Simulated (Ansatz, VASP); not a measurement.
**NaBe4: VASP beside Ansatz**

```
Na Be
1.0
     3.80200    0.00000    0.00000
     0.00000    3.80200    0.00000
     0.00000    0.00000    3.80200
Na Be
1 4
Direct
  0.50000 0.50000 0.50000
  0.50000 0.00000 0.00000
  0.00000 0.50000 0.00000
  0.00000 0.00000 0.50000
  0.00000 0.00000 0.00000
```

Alike in both runs: task relaxation of cell and atoms; functional PBE; k mesh 4 × 4 × 4; occupations gaussian, width 0.1 eV; no spin polarisation.

|  | VASP | Ansatz |
| --- | --- | --- |
| version | VASP 6.6.1 | Ansatz 0.2.0 |
| potentials or method | VASP PAW PBE potentials, release 64 (Na_pv, Be), cutoff 600 eV | scalar-relativistic, plane waves, PAW |
| valence electrons in the cell | 15 | 17 |

```tsv
	VASP	Ansatz	Ansatz less VASP
gap on the k mesh at the Fermi level, each at its own relaxed structure (eV)	none	none	-
relaxed volume (Å³/atom)	12.54	12.54	-0.005
relaxed cell length with the largest relative difference (Å)	3.973	3.972	-0.0005
```

A gap of «none» marks a metal or a gap that the smearing closes. VASP's potentials hold 15 valence electrons a cell and Ansatz's 17, so a difference there can come from the potentials and not from the codes.

The k mesh is coarse, so the values compare programs but aren't converged.
